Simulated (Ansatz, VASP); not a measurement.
**AlN: VASP beside Ansatz**

File POSCAR:

```
AlN
1.0
    0.0000000000      2.1847290872      2.1847290872
    2.1847290872      0.0000000000      2.1847290872
    2.1847290872      2.1847290872      0.0000000000
Al N
1 1
Direct
    0.0000000000      0.0000000000      0.0000000000
    0.2500000000      0.2500000000      0.2500000000
```

The input INCAR.step1:

```
SYSTEM = AlN
PREC = Accurate
ENCUT = 660
ISMEAR = 0
SIGMA = 0.02
LREAL = .False.
LASPH = .True.
NELM = 120
NBANDS = 11
GGA = PE
ALGO = Normal
EDIFF = 1E-5
LWAVE = .True.
LCHARG = .False.
GGA_COMPAT = .False.
```

Contents of INCAR.step2:

```
SYSTEM = AlN
PREC = Accurate
ENCUT = 660
EDIFF = 1E-6
ISMEAR = 0
SIGMA = 0.02
LREAL = .False.
LASPH = .True.
NELM = 120
ALGO = Normal
ISIF = 2
LWAVE = .False.
LCHARG = .False.
METAGGA = R2SCAN
LMIXTAU = .True.
NBANDS = 11
ISTART = 1
GGA_COMPAT = .False.
```

The input KPOINTS:

```
regular mesh
0
Gamma
  10 10 10
  0 0 0
```

Input for Ansatz:

```yaml
crystal:
  lattice:
    - [0.0, 2.1847290864, 2.1847290864]
    - [2.1847290864, 0.0, 2.1847290864]
    - [2.1847290864, 2.1847290864, 0.0]
  atoms:
    - { symbol: Al, position: [0.0, 0.0, 0.0] }
    - { symbol: "N", position: [0.25, 0.25, 0.25] }
basis:
  ecutwfc: 500
kpoints:
  mp_grid: { grid: [10, 10, 10] }
  band_path:
    path:
      - [[0.0, 0.0, 0.0], [-0.5, -0.5, 0.0], [-0.375, -0.375, 0.25]]
      - [[-0.375, 0.0, 0.375], [0.0, 0.0, 0.0], [0.0, 0.0, 0.5], [-0.5, -0.25, 0.25], [-0.5, -0.5, 0.0]]
    npoints: 10
hamiltonian:
  xc: r2scan
  pseudopotentials: { kind: paw, azcp: { folder: soft_1 } }
scf:
  occupations: { method: gaussian, width: 0.02 }
  n_extra_bands: 7
output:
  forces: true
  stress: true
  eigenvalues: true
```

Alike in both runs: task single point; functional r2SCAN; k mesh 10 × 10 × 10; occupations gaussian, width 0.02 eV; no spin polarisation.

|  | VASP | Ansatz |
| --- | --- | --- |
| version | VASP 6.6.1 | Ansatz 0.2.0 |
| potentials or method | VASP PAW PBE potentials, release 64 (Al, N), cutoff 660 eV | scalar-relativistic, plane waves, PAW |
| valence electrons in the cell | 8 | 8 |

|  | VASP | Ansatz | Ansatz less VASP |
| --- | --- | --- | --- |
| gap on the k mesh at the Fermi level (eV) | 3.93 | 3.93 | 0.000 |
| least direct gap on the mesh (eV) | 4.88 | 4.84 | -0.047 |
| pressure (GPa) | -0.3 | 0.0 | +0.32 |

VASP's potentials were made for PBE, not for r2SCAN.
